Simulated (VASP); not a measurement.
# Cu (P-1) in VASP: single point with PBE

Aim: the single point of Cu with PBE.

Program: VASP 6.6.1. These are calculated values, not measurements. Logs are shortened: lines on timing, memory, paths and dates and some standing lists are left out, and cuts for length are marked.

## Step 1: The cell of the first run

The typed cell holds 2 atoms: a = 4.217 Å, b = 4.217 Å, c = 2.514 Å, α = 90.00°, β = 90.00°, γ = 145.84°.

## Step 2: Single point, PBE (atoms displaced along several vibrational modes)

The input, INCAR:

```
  PREC = Accurate
  ENCUT = 520
  EDIFF = 1E-6
  ISMEAR = 0
  SIGMA = 0.15
  LREAL = F
  LASPH = T
  NELM = 60
  ALGO = Fast
  ISIF = 2
  LWAVE = F
  LCHARG = T
  GGA = PE
  LELF = T
  LVHAR = T
  NBANDS = 18
```

The input, KPOINTS:

```
regular mesh
0
Gamma
  18 18 18
```

The input, POSCAR:

```
Cu
1.0
    1.2386412945     -4.0308860292      0.0000000000
    1.2386412945      4.0308860292      0.0000000000
    0.0000000000      0.0000000000      2.5142119659
Cu
2
Direct
    0.0963729351      0.8283025941      0.1852878746
    0.9036270649      0.1716974059      0.8147121254
```

Potentials or basis: VASP PAW PBE potentials, release 64 (Cu).

On the command line:

```console
> cat potpaw_PBE.64/Cu/POTCAR > POTCAR
> mpirun -np 1 vasp_std > vasp.out
```

OUTCAR:

```text
PREC = Accurate
   ENCUT = 520
   EDIFF = 1E-6
   ISMEAR = 0
   LREAL = F
   LASPH = T
   NELM = 60
   ISIF = 2
   GGA = PE

 ion  position               nearest neighbor table
   1  0.096  0.828  0.185-   2 2.34   2 2.36   2 2.53   2 2.67   2 2.69
   2  0.904  0.172  0.815-   1 2.34   1 2.36   1 2.53   1 2.67   1 2.69

  LATTYP: Found a base centered orthorhombic cell.
 ALAT       =     2.4772825890
 B/A-ratio  =     3.2542803531
 C/A-ratio  =     1.0149072121

  Lattice vectors:

 A1 = (   1.2386412945,  -4.0308860292,   0.0000000000)
 A2 = (   1.2386412945,   4.0308860292,   0.0000000000)
 A3 = (   0.0000000000,   0.0000000000,   2.5142119659)

Analysis of symmetry for initial positions (statically):
=====================================================================
 Subroutine PRICEL returns:
 Original cell was already a primitive cell.

 Routine SETGRP: Setting up the symmetry group for a
 base centered orthorhombic supercell.

 Subroutine GETGRP returns: Found  2 space group operations
 (whereof  2 operations were pure point group operations)
 out of a pool of  8 trial point group operations.

The static configuration has the point symmetry S_2 .

Analysis of symmetry for dynamics (positions and initial velocities):
=====================================================================
 Subroutine PRICEL returns:
 Original cell was already a primitive cell.

 Routine SETGRP: Setting up the symmetry group for a
 base centered orthorhombic supercell.

 Subroutine GETGRP returns: Found  2 space group operations
 (whereof  2 operations were pure point group operations)
 out of a pool of  8 trial point group operations.

The dynamic configuration has the point symmetry S_2 .

 Subroutine INISYM returns: Found  2 space group operations
 (whereof  2 operations are pure point group operations),
 and found     1 'primitive' translations

----------------------------------------------------------------------------------------

                                     Primitive cell

  volume of cell :      25.1060

  direct lattice vectors                    reciprocal lattice vectors
     1.238641295 -4.030886029  0.000000000     0.403668118 -0.124042207  0.000000000
     1.238641295  4.030886029  0.000000000     0.403668118  0.124042207  0.000000000
     0.000000000  0.000000000  2.514211966     0.000000000  0.000000000  0.397738939

  length of vectors
     4.216903418  4.216903418  2.514211966     0.422296600  0.422296600  0.397738939

  position of ions in fractional coordinates (direct lattice)
     0.096372935  0.828302594  0.185287875
     0.903627065  0.171697406  0.814712125

  ion indices of the primitive-cell ions
   primitive index   ion index
                 1           1
                 2           2

----------------------------------------------------------------------------------------

 KPOINTS: regular mesh

Automatic generation of k-mesh.
 Grid dimensions read from file:
 generate k-points for:   18   18   18

 Generating k-lattice:

  Cartesian coordinates                     Fractional coordinates (reciprocal lattice)
     0.022426007 -0.006891234  0.000000000     0.055555556  0.000000000  0.000000000
     0.022426007  0.006891234  0.000000000     0.000000000  0.055555556  0.000000000
     0.000000000  0.000000000  0.022096608     0.000000000  0.000000000  0.055555556

  Length of vectors
     0.023460922  0.023460922  0.022096608

  Shift w.r.t. Gamma in fractional coordinates (k-lattice)
     0.000000000  0.000000000  0.000000000

 Subroutine IBZKPT returns following result:
 ===========================================

 Found   2920 irreducible k-points:

 Following reciprocal coordinates:
            Coordinates               Weight
  0.000000  0.000000  0.000000      1.000000
  0.055556  0.000000  0.000000      2.000000
  0.000000  0.055556  0.000000      2.000000
  0.111111  0.000000  0.000000      2.000000
  0.000000  0.111111  0.000000      2.000000
  0.166667  0.000000  0.000000      2.000000
[... 16 lines left out ...]
  0.166667  0.055556  0.000000      2.000000
  0.055556  0.166667  0.000000      2.000000
 [... further k-points ...]
   k-points           NKPTS =   2920   k-points in BZ     NKDIM =   2920   number of bands    NBANDS=     18
   number of dos      NEDOS =    301   number of ions     NIONS =      2
   total plane-waves  NPLWV =  20480
   dimension x,y,z NGX =    32 NGY =   32 NGZ =   20
   dimension x,y,z NGXF=    64 NGYF=   64 NGZF=   40
   ions per type =               2
   NGX,Y,Z   is equivalent  to a cutoff of  12.62, 12.62, 13.22 a.u.
   NGXF,Y,Z  is equivalent  to a cutoff of  25.23, 25.23, 26.45 a.u.
 SYSTEM =  unknown system
   PREC   = accura    normal or accurate (medium, high low for compatibility)
   ISTART =      0    job   : 0-new  1-cont  2-samecut
   ICHARG =      2    charge: 1-file 2-atom 10-const
   ISPIN  =      1    spin polarized calculation?
   LNONCOLLINEAR =      F non collinear calculations
   LSORBIT =      F    spin-orbit coupling
   LASPH  =      T    aspherical Exc in radial PAW
   ENCUT  =  520.0 eV  38.22 Ry    6.18 a.u.   7.84  7.84  4.67*2*pi/ulx,y,z
   NELM   =     60;   NELMIN=  2; NELMDL= -5     # of ELM steps
   EDIFF  = 0.1E-05   stopping-criterion for ELM
   LREAL  =      F    real-space projection
   EDIFFG = 0.1E-04   stopping-criterion for IOM
   NSW    =      0    number of steps for IOM
   IBRION =     -1    ionic relax: 0-MD 1-quasi-New 2-CG
   NFREE  =      0    steps in history (QN), initial steepest desc. (CG)
   ISIF   =      2    stress and relaxation
   ISYM   =      2    0-nonsym 1-usesym 2-fastsym
   POTIM  = 0.5000    time-step for ionic-motion
   TEBEG  =    0.0;   TEEND  =   0.0 temperature during run
   PSTRESS=    0.0 pullay stress
   NELECT =      22.0000    total number of electrons
   NUPDOWN=      -1.0000    fix difference up-down
   EMIN   =  10.00;   EMAX   =-10.00  energy-range for DOS
   EFERMI =   0.00;   METHOD = LEGACY
   ISMEAR =     0;   SIGMA  =   0.15  broadening in eV -4-tet -1-fermi 0-gaus
   EFERMI_NEDOS =   21; number of points for ismear=-14 and -15
   IALGO  =     68    algorithm
   IMIX   =      4    mixing-type and parameters
     AMIX     =   0.40;   BMIX     =  1.00
     AMIX_MAG =   1.60;   BMIX_MAG =  1.00
  volume/ion in A,a.u.               =      12.55        84.71
  Fermi-wavevector in a.u.,A,eV,Ry     =   1.566594  2.960433 33.391638  2.454216
  Thomas-Fermi vector in A             =   2.668899
   LORBIT       =      0    0 simple, 1 ext, 2 COOP (PROOUT), +10 PAW based schemes
   GGA     = PE    functional components
   LHFCALC =     F    Hartree Fock is set to
   AEXX    =    0.0000 exact exchange contribution
   IVDW    =     0    specifies the selected vdW correction
   LEPSILON=     F    determine dielectric tensor
   LRPA    =     F    only Hartree local field effects (RPA)
 non-spin polarized calculation
 RMM-DIIS sequential band-by-band and
 Gauss-broadening in eV      SIGMA  =   0.15
  energy-cutoff  :      520.00
  volume of cell :       25.11
 maximum number of plane-waves:       698
   NGX = 15   NGY = 15   NGZ =  9

 number of electron      21.9999998 magnetization

 Free energy of the ion-electron system (eV)
  ---------------------------------------------------
  ext. energy  EPLUGINS =         0.00000000
  ---------------------------------------------------
  free energy    TOTEN  =        -7.02762973 eV

  energy without entropy =       -7.02122982  energy(sigma->0) =       -7.02442977

 E-fermi :   6.8564     XC(G=0): -12.3267

 val. band max:        6.8560210410   @ k =   0.3333   0.3333   0.2778
 cond. band min:       6.8565936341   @ k =  -0.1667   0.2778  -0.1667
 fundamental gap:      0.0005725931
 Fermi energy:         6.8563866565

 k-point     1 :       0.0000    0.0000    0.0000
  band No.  band energies     occupation
      1      -2.0459      2.00000
      2       2.2219      2.00000
      3       2.8522      2.00000
      4       3.2191      2.00000
      5       3.9455      2.00000
      6       4.1123      2.00000
[... 10 lines left out ...]
     17      25.3222      0.00000
     18      28.0788      0.00000

 k-point     2 :       0.0556    0.0000    0.0000
  band No.  band energies     occupation
      1      -1.9599      2.00000
      2       2.2579      2.00000
      3       2.8776      2.00000
      4       3.2450      2.00000
      5       3.9425      2.00000
      6       4.1120      2.00000
[... 10 lines left out ...]
     17      25.2566      0.00000
     18      29.6747      0.00000

 k-point     3 :       0.0000    0.0556    0.0000
  band No.  band energies     occupation
      1      -1.9593      2.00000
      2       2.2548      2.00000
      3       2.8767      2.00000
      4       3.2478      2.00000
      5       3.9419      2.00000
      6       4.1106      2.00000
[... 10 lines left out ...]
     17      25.2731      0.00000
     18      29.2740      0.00000

 k-point     4 :       0.1111    0.0000    0.0000
  band No.  band energies     occupation
      1      -1.7044      2.00000
      2       2.3558      2.00000
      3       2.9509      2.00000
      4       3.3241      2.00000
      5       3.9331      2.00000
      6       4.0961      2.00000
[... 375 lines left out ...]
      4       3.4191      2.00000
      5       3.9404      2.00000
      6       3.9451      2.00000
[... 10 lines left out ...]
     17      25.7421      0.00000
     18      30.8709      0.00000

 k-point    23 :       0.1667    0.0556    0.0000
  band No.  band energies     occupation
      1      -0.8076      2.00000
      2       2.6357      2.00000
      3       3.1807      2.00000
      4       3.4624      2.00000
      5       3.8235      2.00000
      6       3.9785      2.00000
[... 10 lines left out ...]
     17      26.1015      0.00000
     18      31.1935      0.00000

 k-point    24 :       0.0556    0.1667    0.0000
  band No.  band energies     occupation
      1      -0.7988      2.00000
      2       2.6365      2.00000
      3       3.1795      2.00000
      4       3.4654      2.00000
      5       3.7883      2.00000
      6       3.9472      2.00000
[... 10 lines left out ...]
     17      26.1059      0.00000
     18      31.1760      0.00000

 [... further k-points ...]
[... 5 lines left out ...]
  --------------------------------------------------------------------------------------
  -------------------------------------------------------------------------------------
  Total        0.2937821      1.3167957      0.0748031      0.8526418      0.2084702      0.1235770
  in kB       18.7481274     84.0332247      4.7736712     54.4125706     13.3038245      7.8862441
  external PRESSURE =      35.8516744 kB  Pullay stress =       0.0000000 kB

 VOLUME and BASIS-vectors are now :
 -----------------------------------------------------------------------------
  energy-cutoff  :      520.00
  volume of cell :       25.11
      direct lattice vectors                 reciprocal lattice vectors
     1.238641295 -4.030886029  0.000000000     0.403668118 -0.124042207  0.000000000
     1.238641295  4.030886029  0.000000000     0.403668118  0.124042207  0.000000000
     0.000000000  0.000000000  2.514211966     0.000000000  0.000000000  0.397738939

 POSITION                                       TOTAL-FORCE (eV/Angst)
 -----------------------------------------------------------------------------------
      1.14534      2.95033      0.46585         0.219278      0.208396      0.810489
      1.33194     -2.95033      2.04836        -0.219278     -0.208396     -0.810489
 -----------------------------------------------------------------------------------
    total drift:                               -0.000000     -0.000000     -0.000000

  FREE ENERGIE OF THE ION-ELECTRON SYSTEM (eV)
  ---------------------------------------------------
  free  energy   TOTEN  =        -7.0276297258 eV

  energy  without entropy=       -7.0212298166  energy(sigma->0) =       -7.02442977
```

It took 9.5 min on 1 thread of Intel Xeon 6975P-C (Granite Rapids), shared host; peak memory 1.1 GiB.

What came out:

```
Free energy            : -7.0276 eV
Pressure               : 3.6 GPa
Largest force          : 0.865 eV/Å
Band gap on the k mesh : zero (bands 11 and 12 overlap by 5.43 eV)
```

Forces in eV/Å, atoms in the order of the input:
```
Cu   0.219  0.208  0.810
Cu  -0.219 -0.208 -0.810
```

Levels at points of the mesh, in eV from the Fermi level:
```tsv
k point	band 8	band 9	band 10	band 11	band 12	band 13	band 14	band 15
(0.00, 0.00, 0.00)	-2.00	-1.73	-1.69	-1.60	0.07	4.61	14.98	17.71
(0.50, 0.00, 0.00)	-2.20	-1.92	-1.68	-0.77	1.37	2.16	6.92	12.03
(0.00, 0.50, 0.00)	-2.35	-1.90	-1.80	-0.16	0.93	2.92	6.21	13.23
(0.50, 0.50, 0.00)	-2.00	-1.92	-1.82	-1.65	-1.50	13.30	14.94	15.31
(0.00, 0.00, 0.50)	-2.55	-1.80	-1.69	-0.47	0.38	6.86	8.10	9.11
(0.50, 0.00, 0.50)	-1.80	-1.30	-1.25	3.43	4.78	5.88	7.48	9.02
(0.00, 0.50, 0.50)	-1.49	-1.29	-1.25	3.05	3.89	6.92	7.74	8.56
(0.50, 0.50, 0.50)	-1.77	-1.75	-1.61	-0.61	-0.33	3.18	3.42	17.42
```

Caveat: the cell differs from its parent crystal (atoms displaced along several vibrational modes); the stress differs along the axes, from 0 to 8 GPa.
